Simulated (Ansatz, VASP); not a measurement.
**Two plane-wave programs on Hf**

INCAR

```
SYSTEM = Hf
  ALGO = Normal
  EDIFF = 1E-7
  EDIFFG = -0.01
  ENCUT = 500
  GGA = PE
  GGA_COMPAT = .FALSE.
  IBRION = 2
  ISIF = 3
  ISMEAR = -1
  LASPH = .TRUE.
  LCHARG = .FALSE.
  LREAL = .FALSE.
  LWAVE = .FALSE.
  NELM = 120
  NELMIN = 4
  NSW = 80
  PREC = Accurate
  SIGMA = 0.1
```

File KPOINTS:

```
k-points
0
G
  12 12 12
  0 0 0
```

POSCAR

```
Hf
1.0
   -1.7752869173      1.7752869173      1.7752869173
    1.7752869173     -1.7752869173      1.7752869173
    1.7752869173      1.7752869173     -1.7752869173
Hf
1
Direct
    0.0000000000      0.0000000000      0.0000000000
```

Input for Ansatz:

```yaml
crystal:
  lattice:
    - [-1.7752869173, 1.7752869173, 1.7752869173]
    - [1.7752869173, -1.7752869173, 1.7752869173]
    - [1.7752869173, 1.7752869173, -1.7752869173]
  atoms:
    - { symbol: Hf, position: [0.0, 0.0, 0.0] }
hamiltonian:
  xc: pbe
  pseudopotentials:
    kind: paw
    azcp:
      Hf: "pseudopotentials/Hf.paw.azcp"
basis:
  ecutwfc: 420
  fft_grid_basis: typed
kpoints:
  mp_grid: { grid: [12, 12, 12], shift: [0, 0, 0] }
magnetization:
  spin_polarized: false
scf:
  occupations: { method: fermi_dirac, width: 0.1 }
relax:
  max_steps: 60
  f_tol: 0.01
  cell: {}
output:
  write_density: true
  write_potential: true
  elf: true
  volumetric_format: npy
```

Alike in both runs: task relaxation of cell and atoms; functional PBE; k mesh 12 × 12 × 12; occupations fermi-dirac, width 0.1 eV; no spin polarisation.

```csv
,VASP,Ansatz
version,VASP 6.6.1,Ansatz 0.2.0
potentials or method,"VASP PAW PBE potentials, release 64 (Hf_pv), cutoff 500 eV","plane waves (420 eV) with PAW, scalar-relativistic"
valence electrons in the cell,10,26
```

VASP gave:

```
relaxed volume (Å³/atom)                                     : 22.25
relaxed cell length with the largest relative difference (Å) : 3.069
```

Question: What did Ansatz give for the same quantities?

Answer: Relaxed volume (Å³/atom): 22.33; relaxed cell length with the largest relative difference (Å): 3.073.

VASP's potentials hold 10 valence electrons a cell and Ansatz's 26, so a difference there can come from the potentials and not from the codes.

Spin-orbit coupling is off throughout.
